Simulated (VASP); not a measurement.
## TiO2: single point with RPBE

Crystal: TiO2.

```
Ti O
1.0
     6.11228   -1.87083    0.00000
     6.11228    1.87083    0.00000
    -1.91538    0.00000    6.28649
Ti O
4 8
Direct
  0.90007 0.90007 0.28960
  0.19529 0.19529 0.28376
  0.09993 0.09993 0.71040
  0.80471 0.80471 0.71624
  0.36193 0.36193 0.29340
  0.26349 0.26349 0.65250
  0.86719 0.86719 0.99529
  0.73651 0.73651 0.34750
  0.94165 0.94165 0.63002
  0.13281 0.13281 0.00471
  0.63807 0.63807 0.70660
  0.05835 0.05835 0.36998
```

```yaml
Program: VASP 6.6.1
Task: single point
Functional: RPBE
Potentials_or_basis: VASP PAW PBE potentials, release 64 (Ti_sv, O)
Cutoff: 520 eV
k_mesh: 8 × 8 × 4
Occupations: fermi-dirac, width 0.05 eV
Spin: no spin polarisation
Dipole_correction: no
Further_INCAR_settings: ALGO = Normal; EDIFF = 1e-07; NBANDS = 60
```

```
Pressure               : 7.7 GPa
Largest force          : 0.121 eV/Å
Band gap on the k mesh : 2.83 eV (least direct gap 3.00 eV)
```

Forces on the atoms (eV/Å):
```
Ti  -0.030  0.000 -0.003
Ti  -0.067  0.000  0.002
Ti   0.030  0.000  0.003
Ti   0.067  0.000 -0.002
O    0.120  0.000 -0.013
O    0.109  0.000  0.036
O    0.085  0.000  0.057
O   -0.109  0.000 -0.036
O   -0.047  0.000  0.053
O   -0.085  0.000 -0.057
O   -0.120  0.000  0.013
O    0.047  0.000 -0.053
```

Stress tensor (GPa, compression positive):
```
7.65 0.00 0.04
0.00 7.46 0.00
0.04 0.00 7.87
```

Levels at points of the mesh, in eV from the valence-band top:
```csv
k point,band 46,band 47,band 48,band 49,band 50,band 51
"(0.00, 0.00, 0.00)",-0.73,-0.34,-0.17,2.83,3.18,3.42
"(0.50, 0.00, 0.00)",-0.46,-0.21,-0.12,3.22,3.27,3.70
"(0.50, 0.50, 0.00)",-0.61,-0.38,-0.11,2.97,3.02,3.54
"(0.00, 0.00, 0.50)",-0.63,-0.59,-0.42,2.95,3.22,3.39
"(0.50, 0.00, 0.50)",-0.51,-0.09,-0.01,3.26,3.31,3.55
"(0.50, 0.50, 0.50)",-0.39,-0.21,-0.19,3.09,3.20,3.35
```

It took 58 min on 1 thread of Oxide Virtual Turin-like Processor, with other jobs on the host, peak memory 0.6 GiB.

Caveat: the cell stands under pressure; the PAW data sets were made with another functional, which shifts forces and pressure a little. A k mesh can miss the band edges.
